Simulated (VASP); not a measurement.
# MgF2 (P4_2/mnm) in VASP: notebook

Runs on MgF2. Level: PBEsol. Tasks: relaxation of shape and atoms at fixed volume, relaxation of cell and atoms.

All numbers are computed with VASP 6.6.1; they aren't measurements. Logs are shortened: lines on timing, memory, paths and dates and some standing lists are left out, and cuts for length are marked.

## (1) The cell of the first run

The structure is tetragonal, space group P4_2/mnm (No. 136). The conventional cell has a = 4.434 Å, b = 4.434 Å, c = 2.949 Å, α = 90.00°, β = 90.00°, γ = 90.00°. Mg (site symmetry mmm) has 6 F at 1.89 to 1.93 Å within 2.5 Å. F (site symmetry m2m) has 3 Mg at 1.89 to 1.93 Å and 1 F at 2.48 Å within 2.5 Å.

## (2) Relaxation of shape and atoms at fixed volume, PBEsol (9.66 Å³/atom)

Contents of INCAR:

```
SYSTEM = MgF2
ALGO = Normal
EDIFF = 1E-7
EDIFFG = -0.01
ENCUT = 600
GGA = PS
GGA_COMPAT = .False.
IBRION = 2
ISIF = 4
ISMEAR = 0
LASPH = .True.
LCHARG = .False.
LREAL = .False.
LWAVE = .False.
NELM = 120
NELMIN = 4
NSW = 50
PREC = Accurate
SIGMA = 0.02
```

Contents of KPOINTS:

```
k-points
0
Gamma
  6 6 8
  0 0 0
```

Contents of POSCAR:

```
MgF2
1.0
    4.4340078670      0.0000000000      0.0000000000
    0.0000000000      4.4340078670      0.0000000000
    0.0000000000      0.0000000000      2.9493838972
Mg F
2 4
Direct
    0.0000000000      0.0000000000      0.0000000000
    0.5000000000      0.5000000000      0.5000000000
    0.3020850626      0.3020850626      0.0000000000
    0.1979149374      0.8020850626      0.5000000000
    0.6979149374      0.6979149374      0.0000000000
    0.8020850626      0.1979149374      0.5000000000
```

Potentials or basis: VASP PAW PBE potentials, release 64 (Mg, F).

Launch:

```bash
> cat potpaw_PBE.64/Mg/POTCAR potpaw_PBE.64/F/POTCAR > POTCAR
> mpirun -np 1 vasp_std > vasp.out
```

OUTCAR:

```text
SYSTEM = MgF2
   EDIFF = 1E-7
   EDIFFG = -0.01
   ENCUT = 600
   GGA = PS
   IBRION = 2
   ISIF = 4
   ISMEAR = 0
   LASPH = .True.
   LREAL = .False.
   NELM = 120
   NELMIN = 4
   NSW = 50
   PREC = Accurate

 ion  position               nearest neighbor table
   1  0.000  0.000  0.000-   3 1.89   5 1.89   4 1.93   6 1.93   4 1.93   6 1.93   2 3.46   2 3.46
                             2 3.46   2 3.46   2 3.46   2 3.46   2 3.46   2 3.46
   2  0.500  0.500  0.500-   4 1.89   6 1.89   5 1.93   3 1.93   3 1.93   5 1.93   1 3.46   1 3.46
                             1 3.46   1 3.46   1 3.46   1 3.46   1 3.46   1 3.46
   3  0.302  0.302  0.000-   1 1.89   2 1.93   2 1.93
   4  0.198  0.802  0.500-   2 1.89   1 1.93   1 1.93
   5  0.698  0.698  0.000-   1 1.89   2 1.93   2 1.93
   6  0.802  0.198  0.500-   2 1.89   1 1.93   1 1.93

  LATTYP: Found a simple tetragonal cell.
 ALAT       =     4.4340078670
 C/A-ratio  =     0.6651733569

  Lattice vectors:

 A1 = (   4.4340078670,   0.0000000000,   0.0000000000)
 A2 = (   0.0000000000,   4.4340078670,   0.0000000000)
 A3 = (   0.0000000000,   0.0000000000,   2.9493838972)

Analysis of symmetry for initial positions (statically):
=====================================================================
 Subroutine PRICEL returns:
 Original cell was already a primitive cell.

 Routine SETGRP: Setting up the symmetry group for a
 simple tetragonal supercell.

 Subroutine GETGRP returns: Found 16 space group operations
 (whereof  8 operations were pure point group operations)
 out of a pool of 16 trial point group operations.

The static configuration has the point symmetry D_2h.
 The point group associated with its full space group is D_4h.

Analysis of symmetry for dynamics (positions and initial velocities):
=====================================================================
 Subroutine PRICEL returns:
 Original cell was already a primitive cell.

 Routine SETGRP: Setting up the symmetry group for a
 simple tetragonal supercell.

 Subroutine GETGRP returns: Found 16 space group operations
 (whereof  8 operations were pure point group operations)
 out of a pool of 16 trial point group operations.

The dynamic configuration has the point symmetry D_2h.
 The point group associated with its full space group is D_4h.

 Subroutine INISYM returns: Found 16 space group operations
 (whereof  8 operations are pure point group operations),
 and found     1 'primitive' translations

----------------------------------------------------------------------------------------

                                     Primitive cell

  volume of cell :      57.9861

  direct lattice vectors                    reciprocal lattice vectors
     4.434007867  0.000000000  0.000000000     0.225529595  0.000000000  0.000000000
     0.000000000  4.434007867  0.000000000     0.000000000  0.225529595  0.000000000
     0.000000000  0.000000000  2.949383897     0.000000000  0.000000000  0.339053862

  length of vectors
     4.434007867  4.434007867  2.949383897     0.225529595  0.225529595  0.339053862

  position of ions in fractional coordinates (direct lattice)
     0.000000000  0.000000000  0.000000000
     0.500000000  0.500000000  0.500000000
     0.302085063  0.302085063  0.000000000
     0.197914937  0.802085063  0.500000000
     0.697914937  0.697914937  0.000000000
     0.802085063  0.197914937  0.500000000

  ion indices of the primitive-cell ions
   primitive index   ion index
                 1           1
                 2           2
                 3           3
                 4           4
                 5           5
                 6           6

[... 83 lines left out ...]
   NUPDOWN=      -1.0000    fix difference up-down
   EMIN   =  10.00;   EMAX   =-10.00  energy-range for DOS
   EFERMI =   0.00;   METHOD = LEGACY
   ISMEAR =     0;   SIGMA  =   0.02  broadening in eV -4-tet -1-fermi 0-gaus
   EFERMI_NEDOS =   21; number of points for ismear=-14 and -15
   IALGO  =     38    algorithm
   IMIX   =      4    mixing-type and parameters
     AMIX     =   0.40;   BMIX     =  1.00
     AMIX_MAG =   1.60;   BMIX_MAG =  1.00
  volume/ion in A,a.u.               =       9.66        65.22
  Fermi-wavevector in a.u.,A,eV,Ry     =   1.342817  2.537556 24.533438  1.803157
  Thomas-Fermi vector in A             =   2.470940
   LORBIT       =      0    0 simple, 1 ext, 2 COOP (PROOUT), +10 PAW based schemes
   GGA     = PS    functional components
   LHFCALC =     F    Hartree Fock is set to
   AEXX    =    0.0000 exact exchange contribution
   IVDW    =     0    specifies the selected vdW correction
   LEPSILON=     F    determine dielectric tensor
   LRPA    =     F    only Hartree local field effects (RPA)
 conjugate gradient relaxation of ions
 non-spin polarized calculation
 Gauss-broadening in eV      SIGMA  =   0.02
  energy-cutoff  :      600.00
  volume of cell :       57.99
 maximum number of plane-waves:      1992
 NGX is ok and might be reduce to    36
   NGX = 17   NGY = 17   NGZ = 11

--------------------------------------- Ionic step        1  -------------------------------------------

 number of electron      31.9999983 magnetization

 Free energy of the ion-electron system (eV)
  ---------------------------------------------------
  ext. energy  EPLUGINS =         0.00000000
  ---------------------------------------------------
  free energy    TOTEN  =       -32.26258491 eV

  energy without entropy =      -32.26258491  energy(sigma->0) =      -32.26258491

------------------------ aborting loop because EDIFF is reached ----------------------------------------

  FORCE on cell =-STRESS in cart. coord.  units (eV):
  Direction    XX          YY          ZZ          XY          YZ          ZX
  --------------------------------------------------------------------------------------
  -------------------------------------------------------------------------------------
  Total        5.6425746      5.6425746      5.8159366     -0.0000000      0.0000000      0.0000000
  in kB      155.9063002    155.9063002    160.6963526     -0.0000000      0.0000000      0.0000000
  external PRESSURE =     157.5029843 kB  Pullay stress =       0.0000000 kB

 VOLUME and BASIS-vectors are now :
 -----------------------------------------------------------------------------
  energy-cutoff  :      600.00
  volume of cell :       57.99
      direct lattice vectors                 reciprocal lattice vectors
     4.434007867  0.000000000  0.000000000     0.225529595  0.000000000  0.000000000
     0.000000000  4.434007867  0.000000000     0.000000000  0.225529595  0.000000000
     0.000000000  0.000000000  2.949383897     0.000000000  0.000000000  0.339053862

 POSITION                                       TOTAL-FORCE (eV/Angst)
 -----------------------------------------------------------------------------------
      0.00000      0.00000      0.00000         0.000000      0.000000      0.000000
      2.21700      2.21700      1.47469         0.000000      0.000000      0.000000
      1.33945      1.33945      0.00000        -0.032205     -0.032205      0.000000
      0.87756      3.55645      1.47469         0.032205     -0.032205      0.000000
      3.09456      3.09456      0.00000         0.032205      0.032205     -0.000000
      3.55645      0.87756      1.47469        -0.032205      0.032205     -0.000000
 -----------------------------------------------------------------------------------
    total drift:                                0.000000     -0.000000      0.000000

  FREE ENERGIE OF THE ION-ELECTRON SYSTEM (eV)
  ---------------------------------------------------
  free  energy   TOTEN  =       -32.2625849069 eV

  energy  without entropy=      -32.2625849069  energy(sigma->0) =      -32.26258491

--------------------------------------- Ionic step        2  -------------------------------------------

 number of electron      31.9999988 magnetization

 Free energy of the ion-electron system (eV)
  ---------------------------------------------------
  ext. energy  EPLUGINS =         0.00000000
  ---------------------------------------------------
  free energy    TOTEN  =       -32.26286388 eV

  energy without entropy =      -32.26286388  energy(sigma->0) =      -32.26286388

 E-fermi :  -0.3495     XC(G=0): -10.6019

 val. band max:       -0.5251180126   @ k =   0.0000   0.0000   0.0000
 cond. band min:       7.2284030791   @ k =   0.0000   0.0000   0.0000
 fundamental gap:      7.7535210916
 Fermi energy:        -0.3494860653

 k-point     1 :       0.0000    0.0000    0.0000
  band No.  band energies     occupation
      1     -21.6611      2.00000
      2     -20.5786      2.00000
      3     -20.5786      2.00000
      4     -20.4504      2.00000
      5      -5.1232      2.00000
      6      -3.6027      2.00000
[... 541 lines left out ...]
     19      14.7073      0.00000
     20      14.7073      0.00000

 [... further k-points ...]

------------------------ aborting loop because EDIFF is reached ----------------------------------------

  FORCE on cell =-STRESS in cart. coord.  units (eV):
  Direction    XX          YY          ZZ          XY          YZ          ZX
  --------------------------------------------------------------------------------------
  -------------------------------------------------------------------------------------
  Total        5.6757760      5.6757760      5.6880387      0.0000000      0.0000000      0.0000000
  in kB      156.8236675    156.8236675    157.1624904      0.0000000      0.0000000      0.0000000
  external PRESSURE =     156.9366084 kB  Pullay stress =       0.0000000 kB

 VOLUME and BASIS-vectors are now :
 -----------------------------------------------------------------------------
  energy-cutoff  :      600.00
  volume of cell :       57.99
      direct lattice vectors                 reciprocal lattice vectors
     4.431948625  0.000000000  0.000000000     0.225634384  0.000000000  0.000000000
    -0.000000000  4.431948625  0.000000000    -0.000000000  0.225634384  0.000000000
     0.000000000  0.000000000  2.952125313     0.000000000  0.000000000  0.338739008

 POSITION                                       TOTAL-FORCE (eV/Angst)
 -----------------------------------------------------------------------------------
      0.00000      0.00000      0.00000         0.000000      0.000000      0.000000
      2.21597      2.21597      1.47606         0.000000      0.000000      0.000000
      1.33727      1.33727      0.00000         0.001190      0.001190      0.000000
      0.87870      3.55325      1.47606        -0.001190      0.001190      0.000000
      3.09468      3.09468      2.95213        -0.001190     -0.001190     -0.000000
      3.55325      0.87870      1.47606         0.001190     -0.001190     -0.000000
 -----------------------------------------------------------------------------------
    total drift:                                0.000000     -0.000000     -0.000000

  FREE ENERGIE OF THE ION-ELECTRON SYSTEM (eV)
  ---------------------------------------------------
  free  energy   TOTEN  =       -32.2628638760 eV

  energy  without entropy=      -32.2628638760  energy(sigma->0) =      -32.26286388

 reached required accuracy - stopping structural energy minimisation
```

It took 28 s on 1 thread of Intel Xeon 6975P-C (Granite Rapids), shared host; peak memory 0.21 GiB.

Results:

```
Free energy               : -32.2629 eV
Energy gained by relaxing : 0.0 meV/atom
Ionic steps               : 2
Pressure after relaxing   : 15.7 GPa
Band gap on the k mesh    : 7.75 eV
```

The path:
```tsv
step	energy change (eV)	largest force (eV/Å)	pressure (GPa)	volume (Å³)
1	0.0000	0.0455	15.75	57.99
2	-0.0003	0.0017	15.69	57.99
```

Final structure:
```
Mg F
1.0
     4.43195    0.00000    0.00000
     0.00000    4.43195    0.00000
     0.00000    0.00000    2.95213
Mg F
2 4
Direct
  0.00000 0.00000 0.00000
  0.50000 0.50000 0.50000
  0.30173 0.30173 0.00000
  0.19827 0.80173 0.50000
  0.69827 0.69827 0.00000
  0.80173 0.19827 0.50000
```

Caveat: the PAW data sets were made with another functional, which shifts forces and pressure a little. A k mesh can miss the band edges.

## (3) Relaxation of shape and atoms at fixed volume, PBEsol (9.99 Å³/atom)

This run uses another cell than the first one, of 9.99 Å³/atom.

Contents of INCAR:

```
PREC = Accurate
ENCUT = 600
EDIFF = 1E-7
ISMEAR = 0
SIGMA = 0.02
LREAL = False
LASPH = True
NELM = 120
ALGO = Normal
ISIF = 4
LWAVE = False
LCHARG = False
GGA = PS
IBRION = 2
NSW = 50
EDIFFG = -0.01
GGA_COMPAT = False
NELMIN = 4
```

Contents of KPOINTS:

```
Automatic mesh
0
Gamma
  6 6 8
```

Contents of POSCAR:

```
MgF2
1.0
    4.4873723615      0.0000000000      0.0000000000
    0.0000000000      4.4873723615      0.0000000000
    0.0000000000      0.0000000000      2.9778219454
Mg F
2 4
Direct
    0.0000000000      0.0000000000      0.0000000000
    0.5000000000      0.5000000000      0.5000000000
    0.3024383948      0.3024383948      0.0000000000
    0.1975616052      0.8024383948      0.5000000000
    0.6975616052      0.6975616052      0.0000000000
    0.8024383948      0.1975616052      0.5000000000
```

Potentials or basis: VASP PAW PBE potentials, release 64 (Mg, F).

Launch:

```bash
> cat potpaw_PBE.64/Mg/POTCAR potpaw_PBE.64/F/POTCAR > POTCAR
> mpirun -np 1 vasp_std > vasp.out
```

OUTCAR:

```text
PREC = Accurate
   ENCUT = 600
   EDIFF = 1E-7
   ISMEAR = 0
   LREAL = False
   LASPH = True
   NELM = 120
   ISIF = 4
   GGA = PS
   IBRION = 2
   NSW = 50
   EDIFFG = -0.01
   NELMIN = 4

 ion  position               nearest neighbor table
   1  0.000  0.000  0.000-   3 1.92   5 1.92   4 1.95   6 1.95   4 1.95   6 1.95   2 3.51   2 3.51
                             2 3.51   2 3.51   2 3.51   2 3.51   2 3.51   2 3.51
   2  0.500  0.500  0.500-   4 1.92   6 1.92   5 1.95   3 1.95   3 1.95   5 1.95   1 3.51   1 3.51
                             1 3.51   1 3.51   1 3.51   1 3.51   1 3.51   1 3.51
   3  0.302  0.302  0.000-   1 1.92   2 1.95   2 1.95
   4  0.198  0.802  0.500-   2 1.92   1 1.95   1 1.95
   5  0.698  0.698  0.000-   1 1.92   2 1.95   2 1.95
[... 815 lines left out ...]
  Total        3.8946826      3.8946826      3.9310242     -0.0000000      0.0000000      0.0000000
  in kB      104.0638066    104.0638066    105.0348348     -0.0000000      0.0000000      0.0000000
  external PRESSURE =     104.3874827 kB  Pullay stress =       0.0000000 kB

 VOLUME and BASIS-vectors are now :
 -----------------------------------------------------------------------------
  energy-cutoff  :      600.00
  volume of cell :       59.96
      direct lattice vectors                 reciprocal lattice vectors
     4.485200113  0.000000000  0.000000000     0.222955492 -0.000000000  0.000000000
     0.000000000  4.485200113  0.000000000     0.000000000  0.222955492  0.000000000
     0.000000000  0.000000000  2.980707050     0.000000000  0.000000000  0.335490870

 POSITION                                       TOTAL-FORCE (eV/Angst)
 -----------------------------------------------------------------------------------
      0.00000      0.00000      0.00000         0.000000     -0.000000      0.000000
      2.24260      2.24260      1.49035         0.000000     -0.000000      0.000000
      1.35496      1.35496      0.00000        -0.002920     -0.002920     -0.000000
      0.88764      3.59756      1.49035         0.002920     -0.002920     -0.000000
      3.13024      3.13024      0.00000         0.002920      0.002920      0.000000
      3.59756      0.88764      1.49035        -0.002920      0.002920      0.000000
 -----------------------------------------------------------------------------------
    total drift:                                0.000000      0.000000     -0.000000

  FREE ENERGIE OF THE ION-ELECTRON SYSTEM (eV)
  ---------------------------------------------------
  free  energy   TOTEN  =       -32.4307889928 eV

  energy  without entropy=      -32.4307889928  energy(sigma->0) =      -32.43078899

 reached required accuracy - stopping structural energy minimisation
```

OSZICAR:

```text
N       E                     dE             d eps       ncg     rms          rms(c)
DAV:   1     0.217736171709E+03    0.21774E+03   -0.20003E+04  2120   0.170E+03
DAV:   2    -0.245002206091E+02   -0.24224E+03   -0.23609E+03  2616   0.360E+02
[... 12 lines left out ...]
       N       E                     dE             d eps       ncg     rms          rms(c)
DAV:   1    -0.324306985257E+02   -0.22734E-03   -0.16525E-01  2008   0.379E+00    0.118E-01
DAV:   2    -0.324308773761E+02   -0.17885E-03   -0.33576E-03  2296   0.502E-01    0.654E-02
DAV:   3    -0.324307990249E+02    0.78351E-04   -0.53459E-05  2276   0.916E-02    0.235E-02
DAV:   4    -0.324307888176E+02    0.10207E-04   -0.29256E-05  2280   0.577E-02    0.436E-03
DAV:   5    -0.324307889953E+02   -0.17776E-06   -0.31368E-06  2172   0.151E-02    0.246E-03
DAV:   6    -0.324307889928E+02    0.24743E-08   -0.95128E-08  1220   0.345E-03
   2 F= -.32430789E+02 E0= -.32430789E+02  d E =-.317877E-03
```

CONTCAR:

```text
MgF2
   1.00000000000000
     4.4852001130214836    0.0000000000000000    0.0000000000000000
     0.0000000000000000    4.4852001130214836    0.0000000000000000
     0.0000000000000000    0.0000000000000000    2.9807070499388462
  Mg              F
     2     4
Direct
     0.0000000000000000    0.0000000000000000    0.0000000000000000
     0.5000000000000000    0.5000000000000000    0.5000000000000000
     0.3020964296484105    0.3020964296484105    0.0000000000000000
     0.1979035703515895    0.8020964296484105    0.5000000000000000
     0.6979035703515895    0.6979035703515895    0.0000000000000000
     0.8020964296484105    0.1979035703515895    0.5000000000000000

  0.00000000E+00  0.00000000E+00  0.00000000E+00
  0.00000000E+00  0.00000000E+00  0.00000000E+00
  0.00000000E+00  0.00000000E+00  0.00000000E+00
  0.00000000E+00  0.00000000E+00  0.00000000E+00
  0.00000000E+00  0.00000000E+00  0.00000000E+00
  0.00000000E+00  0.00000000E+00  0.00000000E+00
```

Wall time 28 s (1 thread of Intel Xeon 6975P-C (Granite Rapids), shared host); peak memory 0.21 GiB.

What came out:

```yaml
Free_energy: -32.4308 eV
Energy_gained_by_relaxing: 0.1 meV/atom
Ionic_steps: 2
Pressure_after_relaxing: 10.4 GPa
Largest_force_after_relaxing: 0.004 eV/Å
Band_gap_on_the_k_mesh: 7.51 eV
```

Forces on the atoms (eV/Å):
```
Mg   0.000  0.000  0.000
Mg   0.000  0.000  0.000
F   -0.003 -0.003  0.000
F    0.003 -0.003  0.000
F    0.003  0.003  0.000
F   -0.003  0.003  0.000
```

The path:
```csv
step,energy change (eV),largest force (eV/Å),pressure (GPa),volume (Å³)
1,0.0000,0.0450,10.50,59.96
2,-0.0003,0.0041,10.44,59.96
```

Final structure:
```
CELL_PARAMETERS angstrom
4.48520 0.00000 0.00000
0.00000 4.48520 0.00000
0.00000 0.00000 2.98071
ATOMIC_POSITIONS crystal
Mg 0.00000 0.00000 0.00000
Mg 0.50000 0.50000 0.50000
F 0.30210 0.30210 0.00000
F 0.19790 0.80210 0.50000
F 0.69790 0.69790 0.00000
F 0.80210 0.19790 0.50000
```

Caveat: the PAW data sets were made with another functional, which shifts forces and pressure a little.

(Part 1 of 2 ends here.)
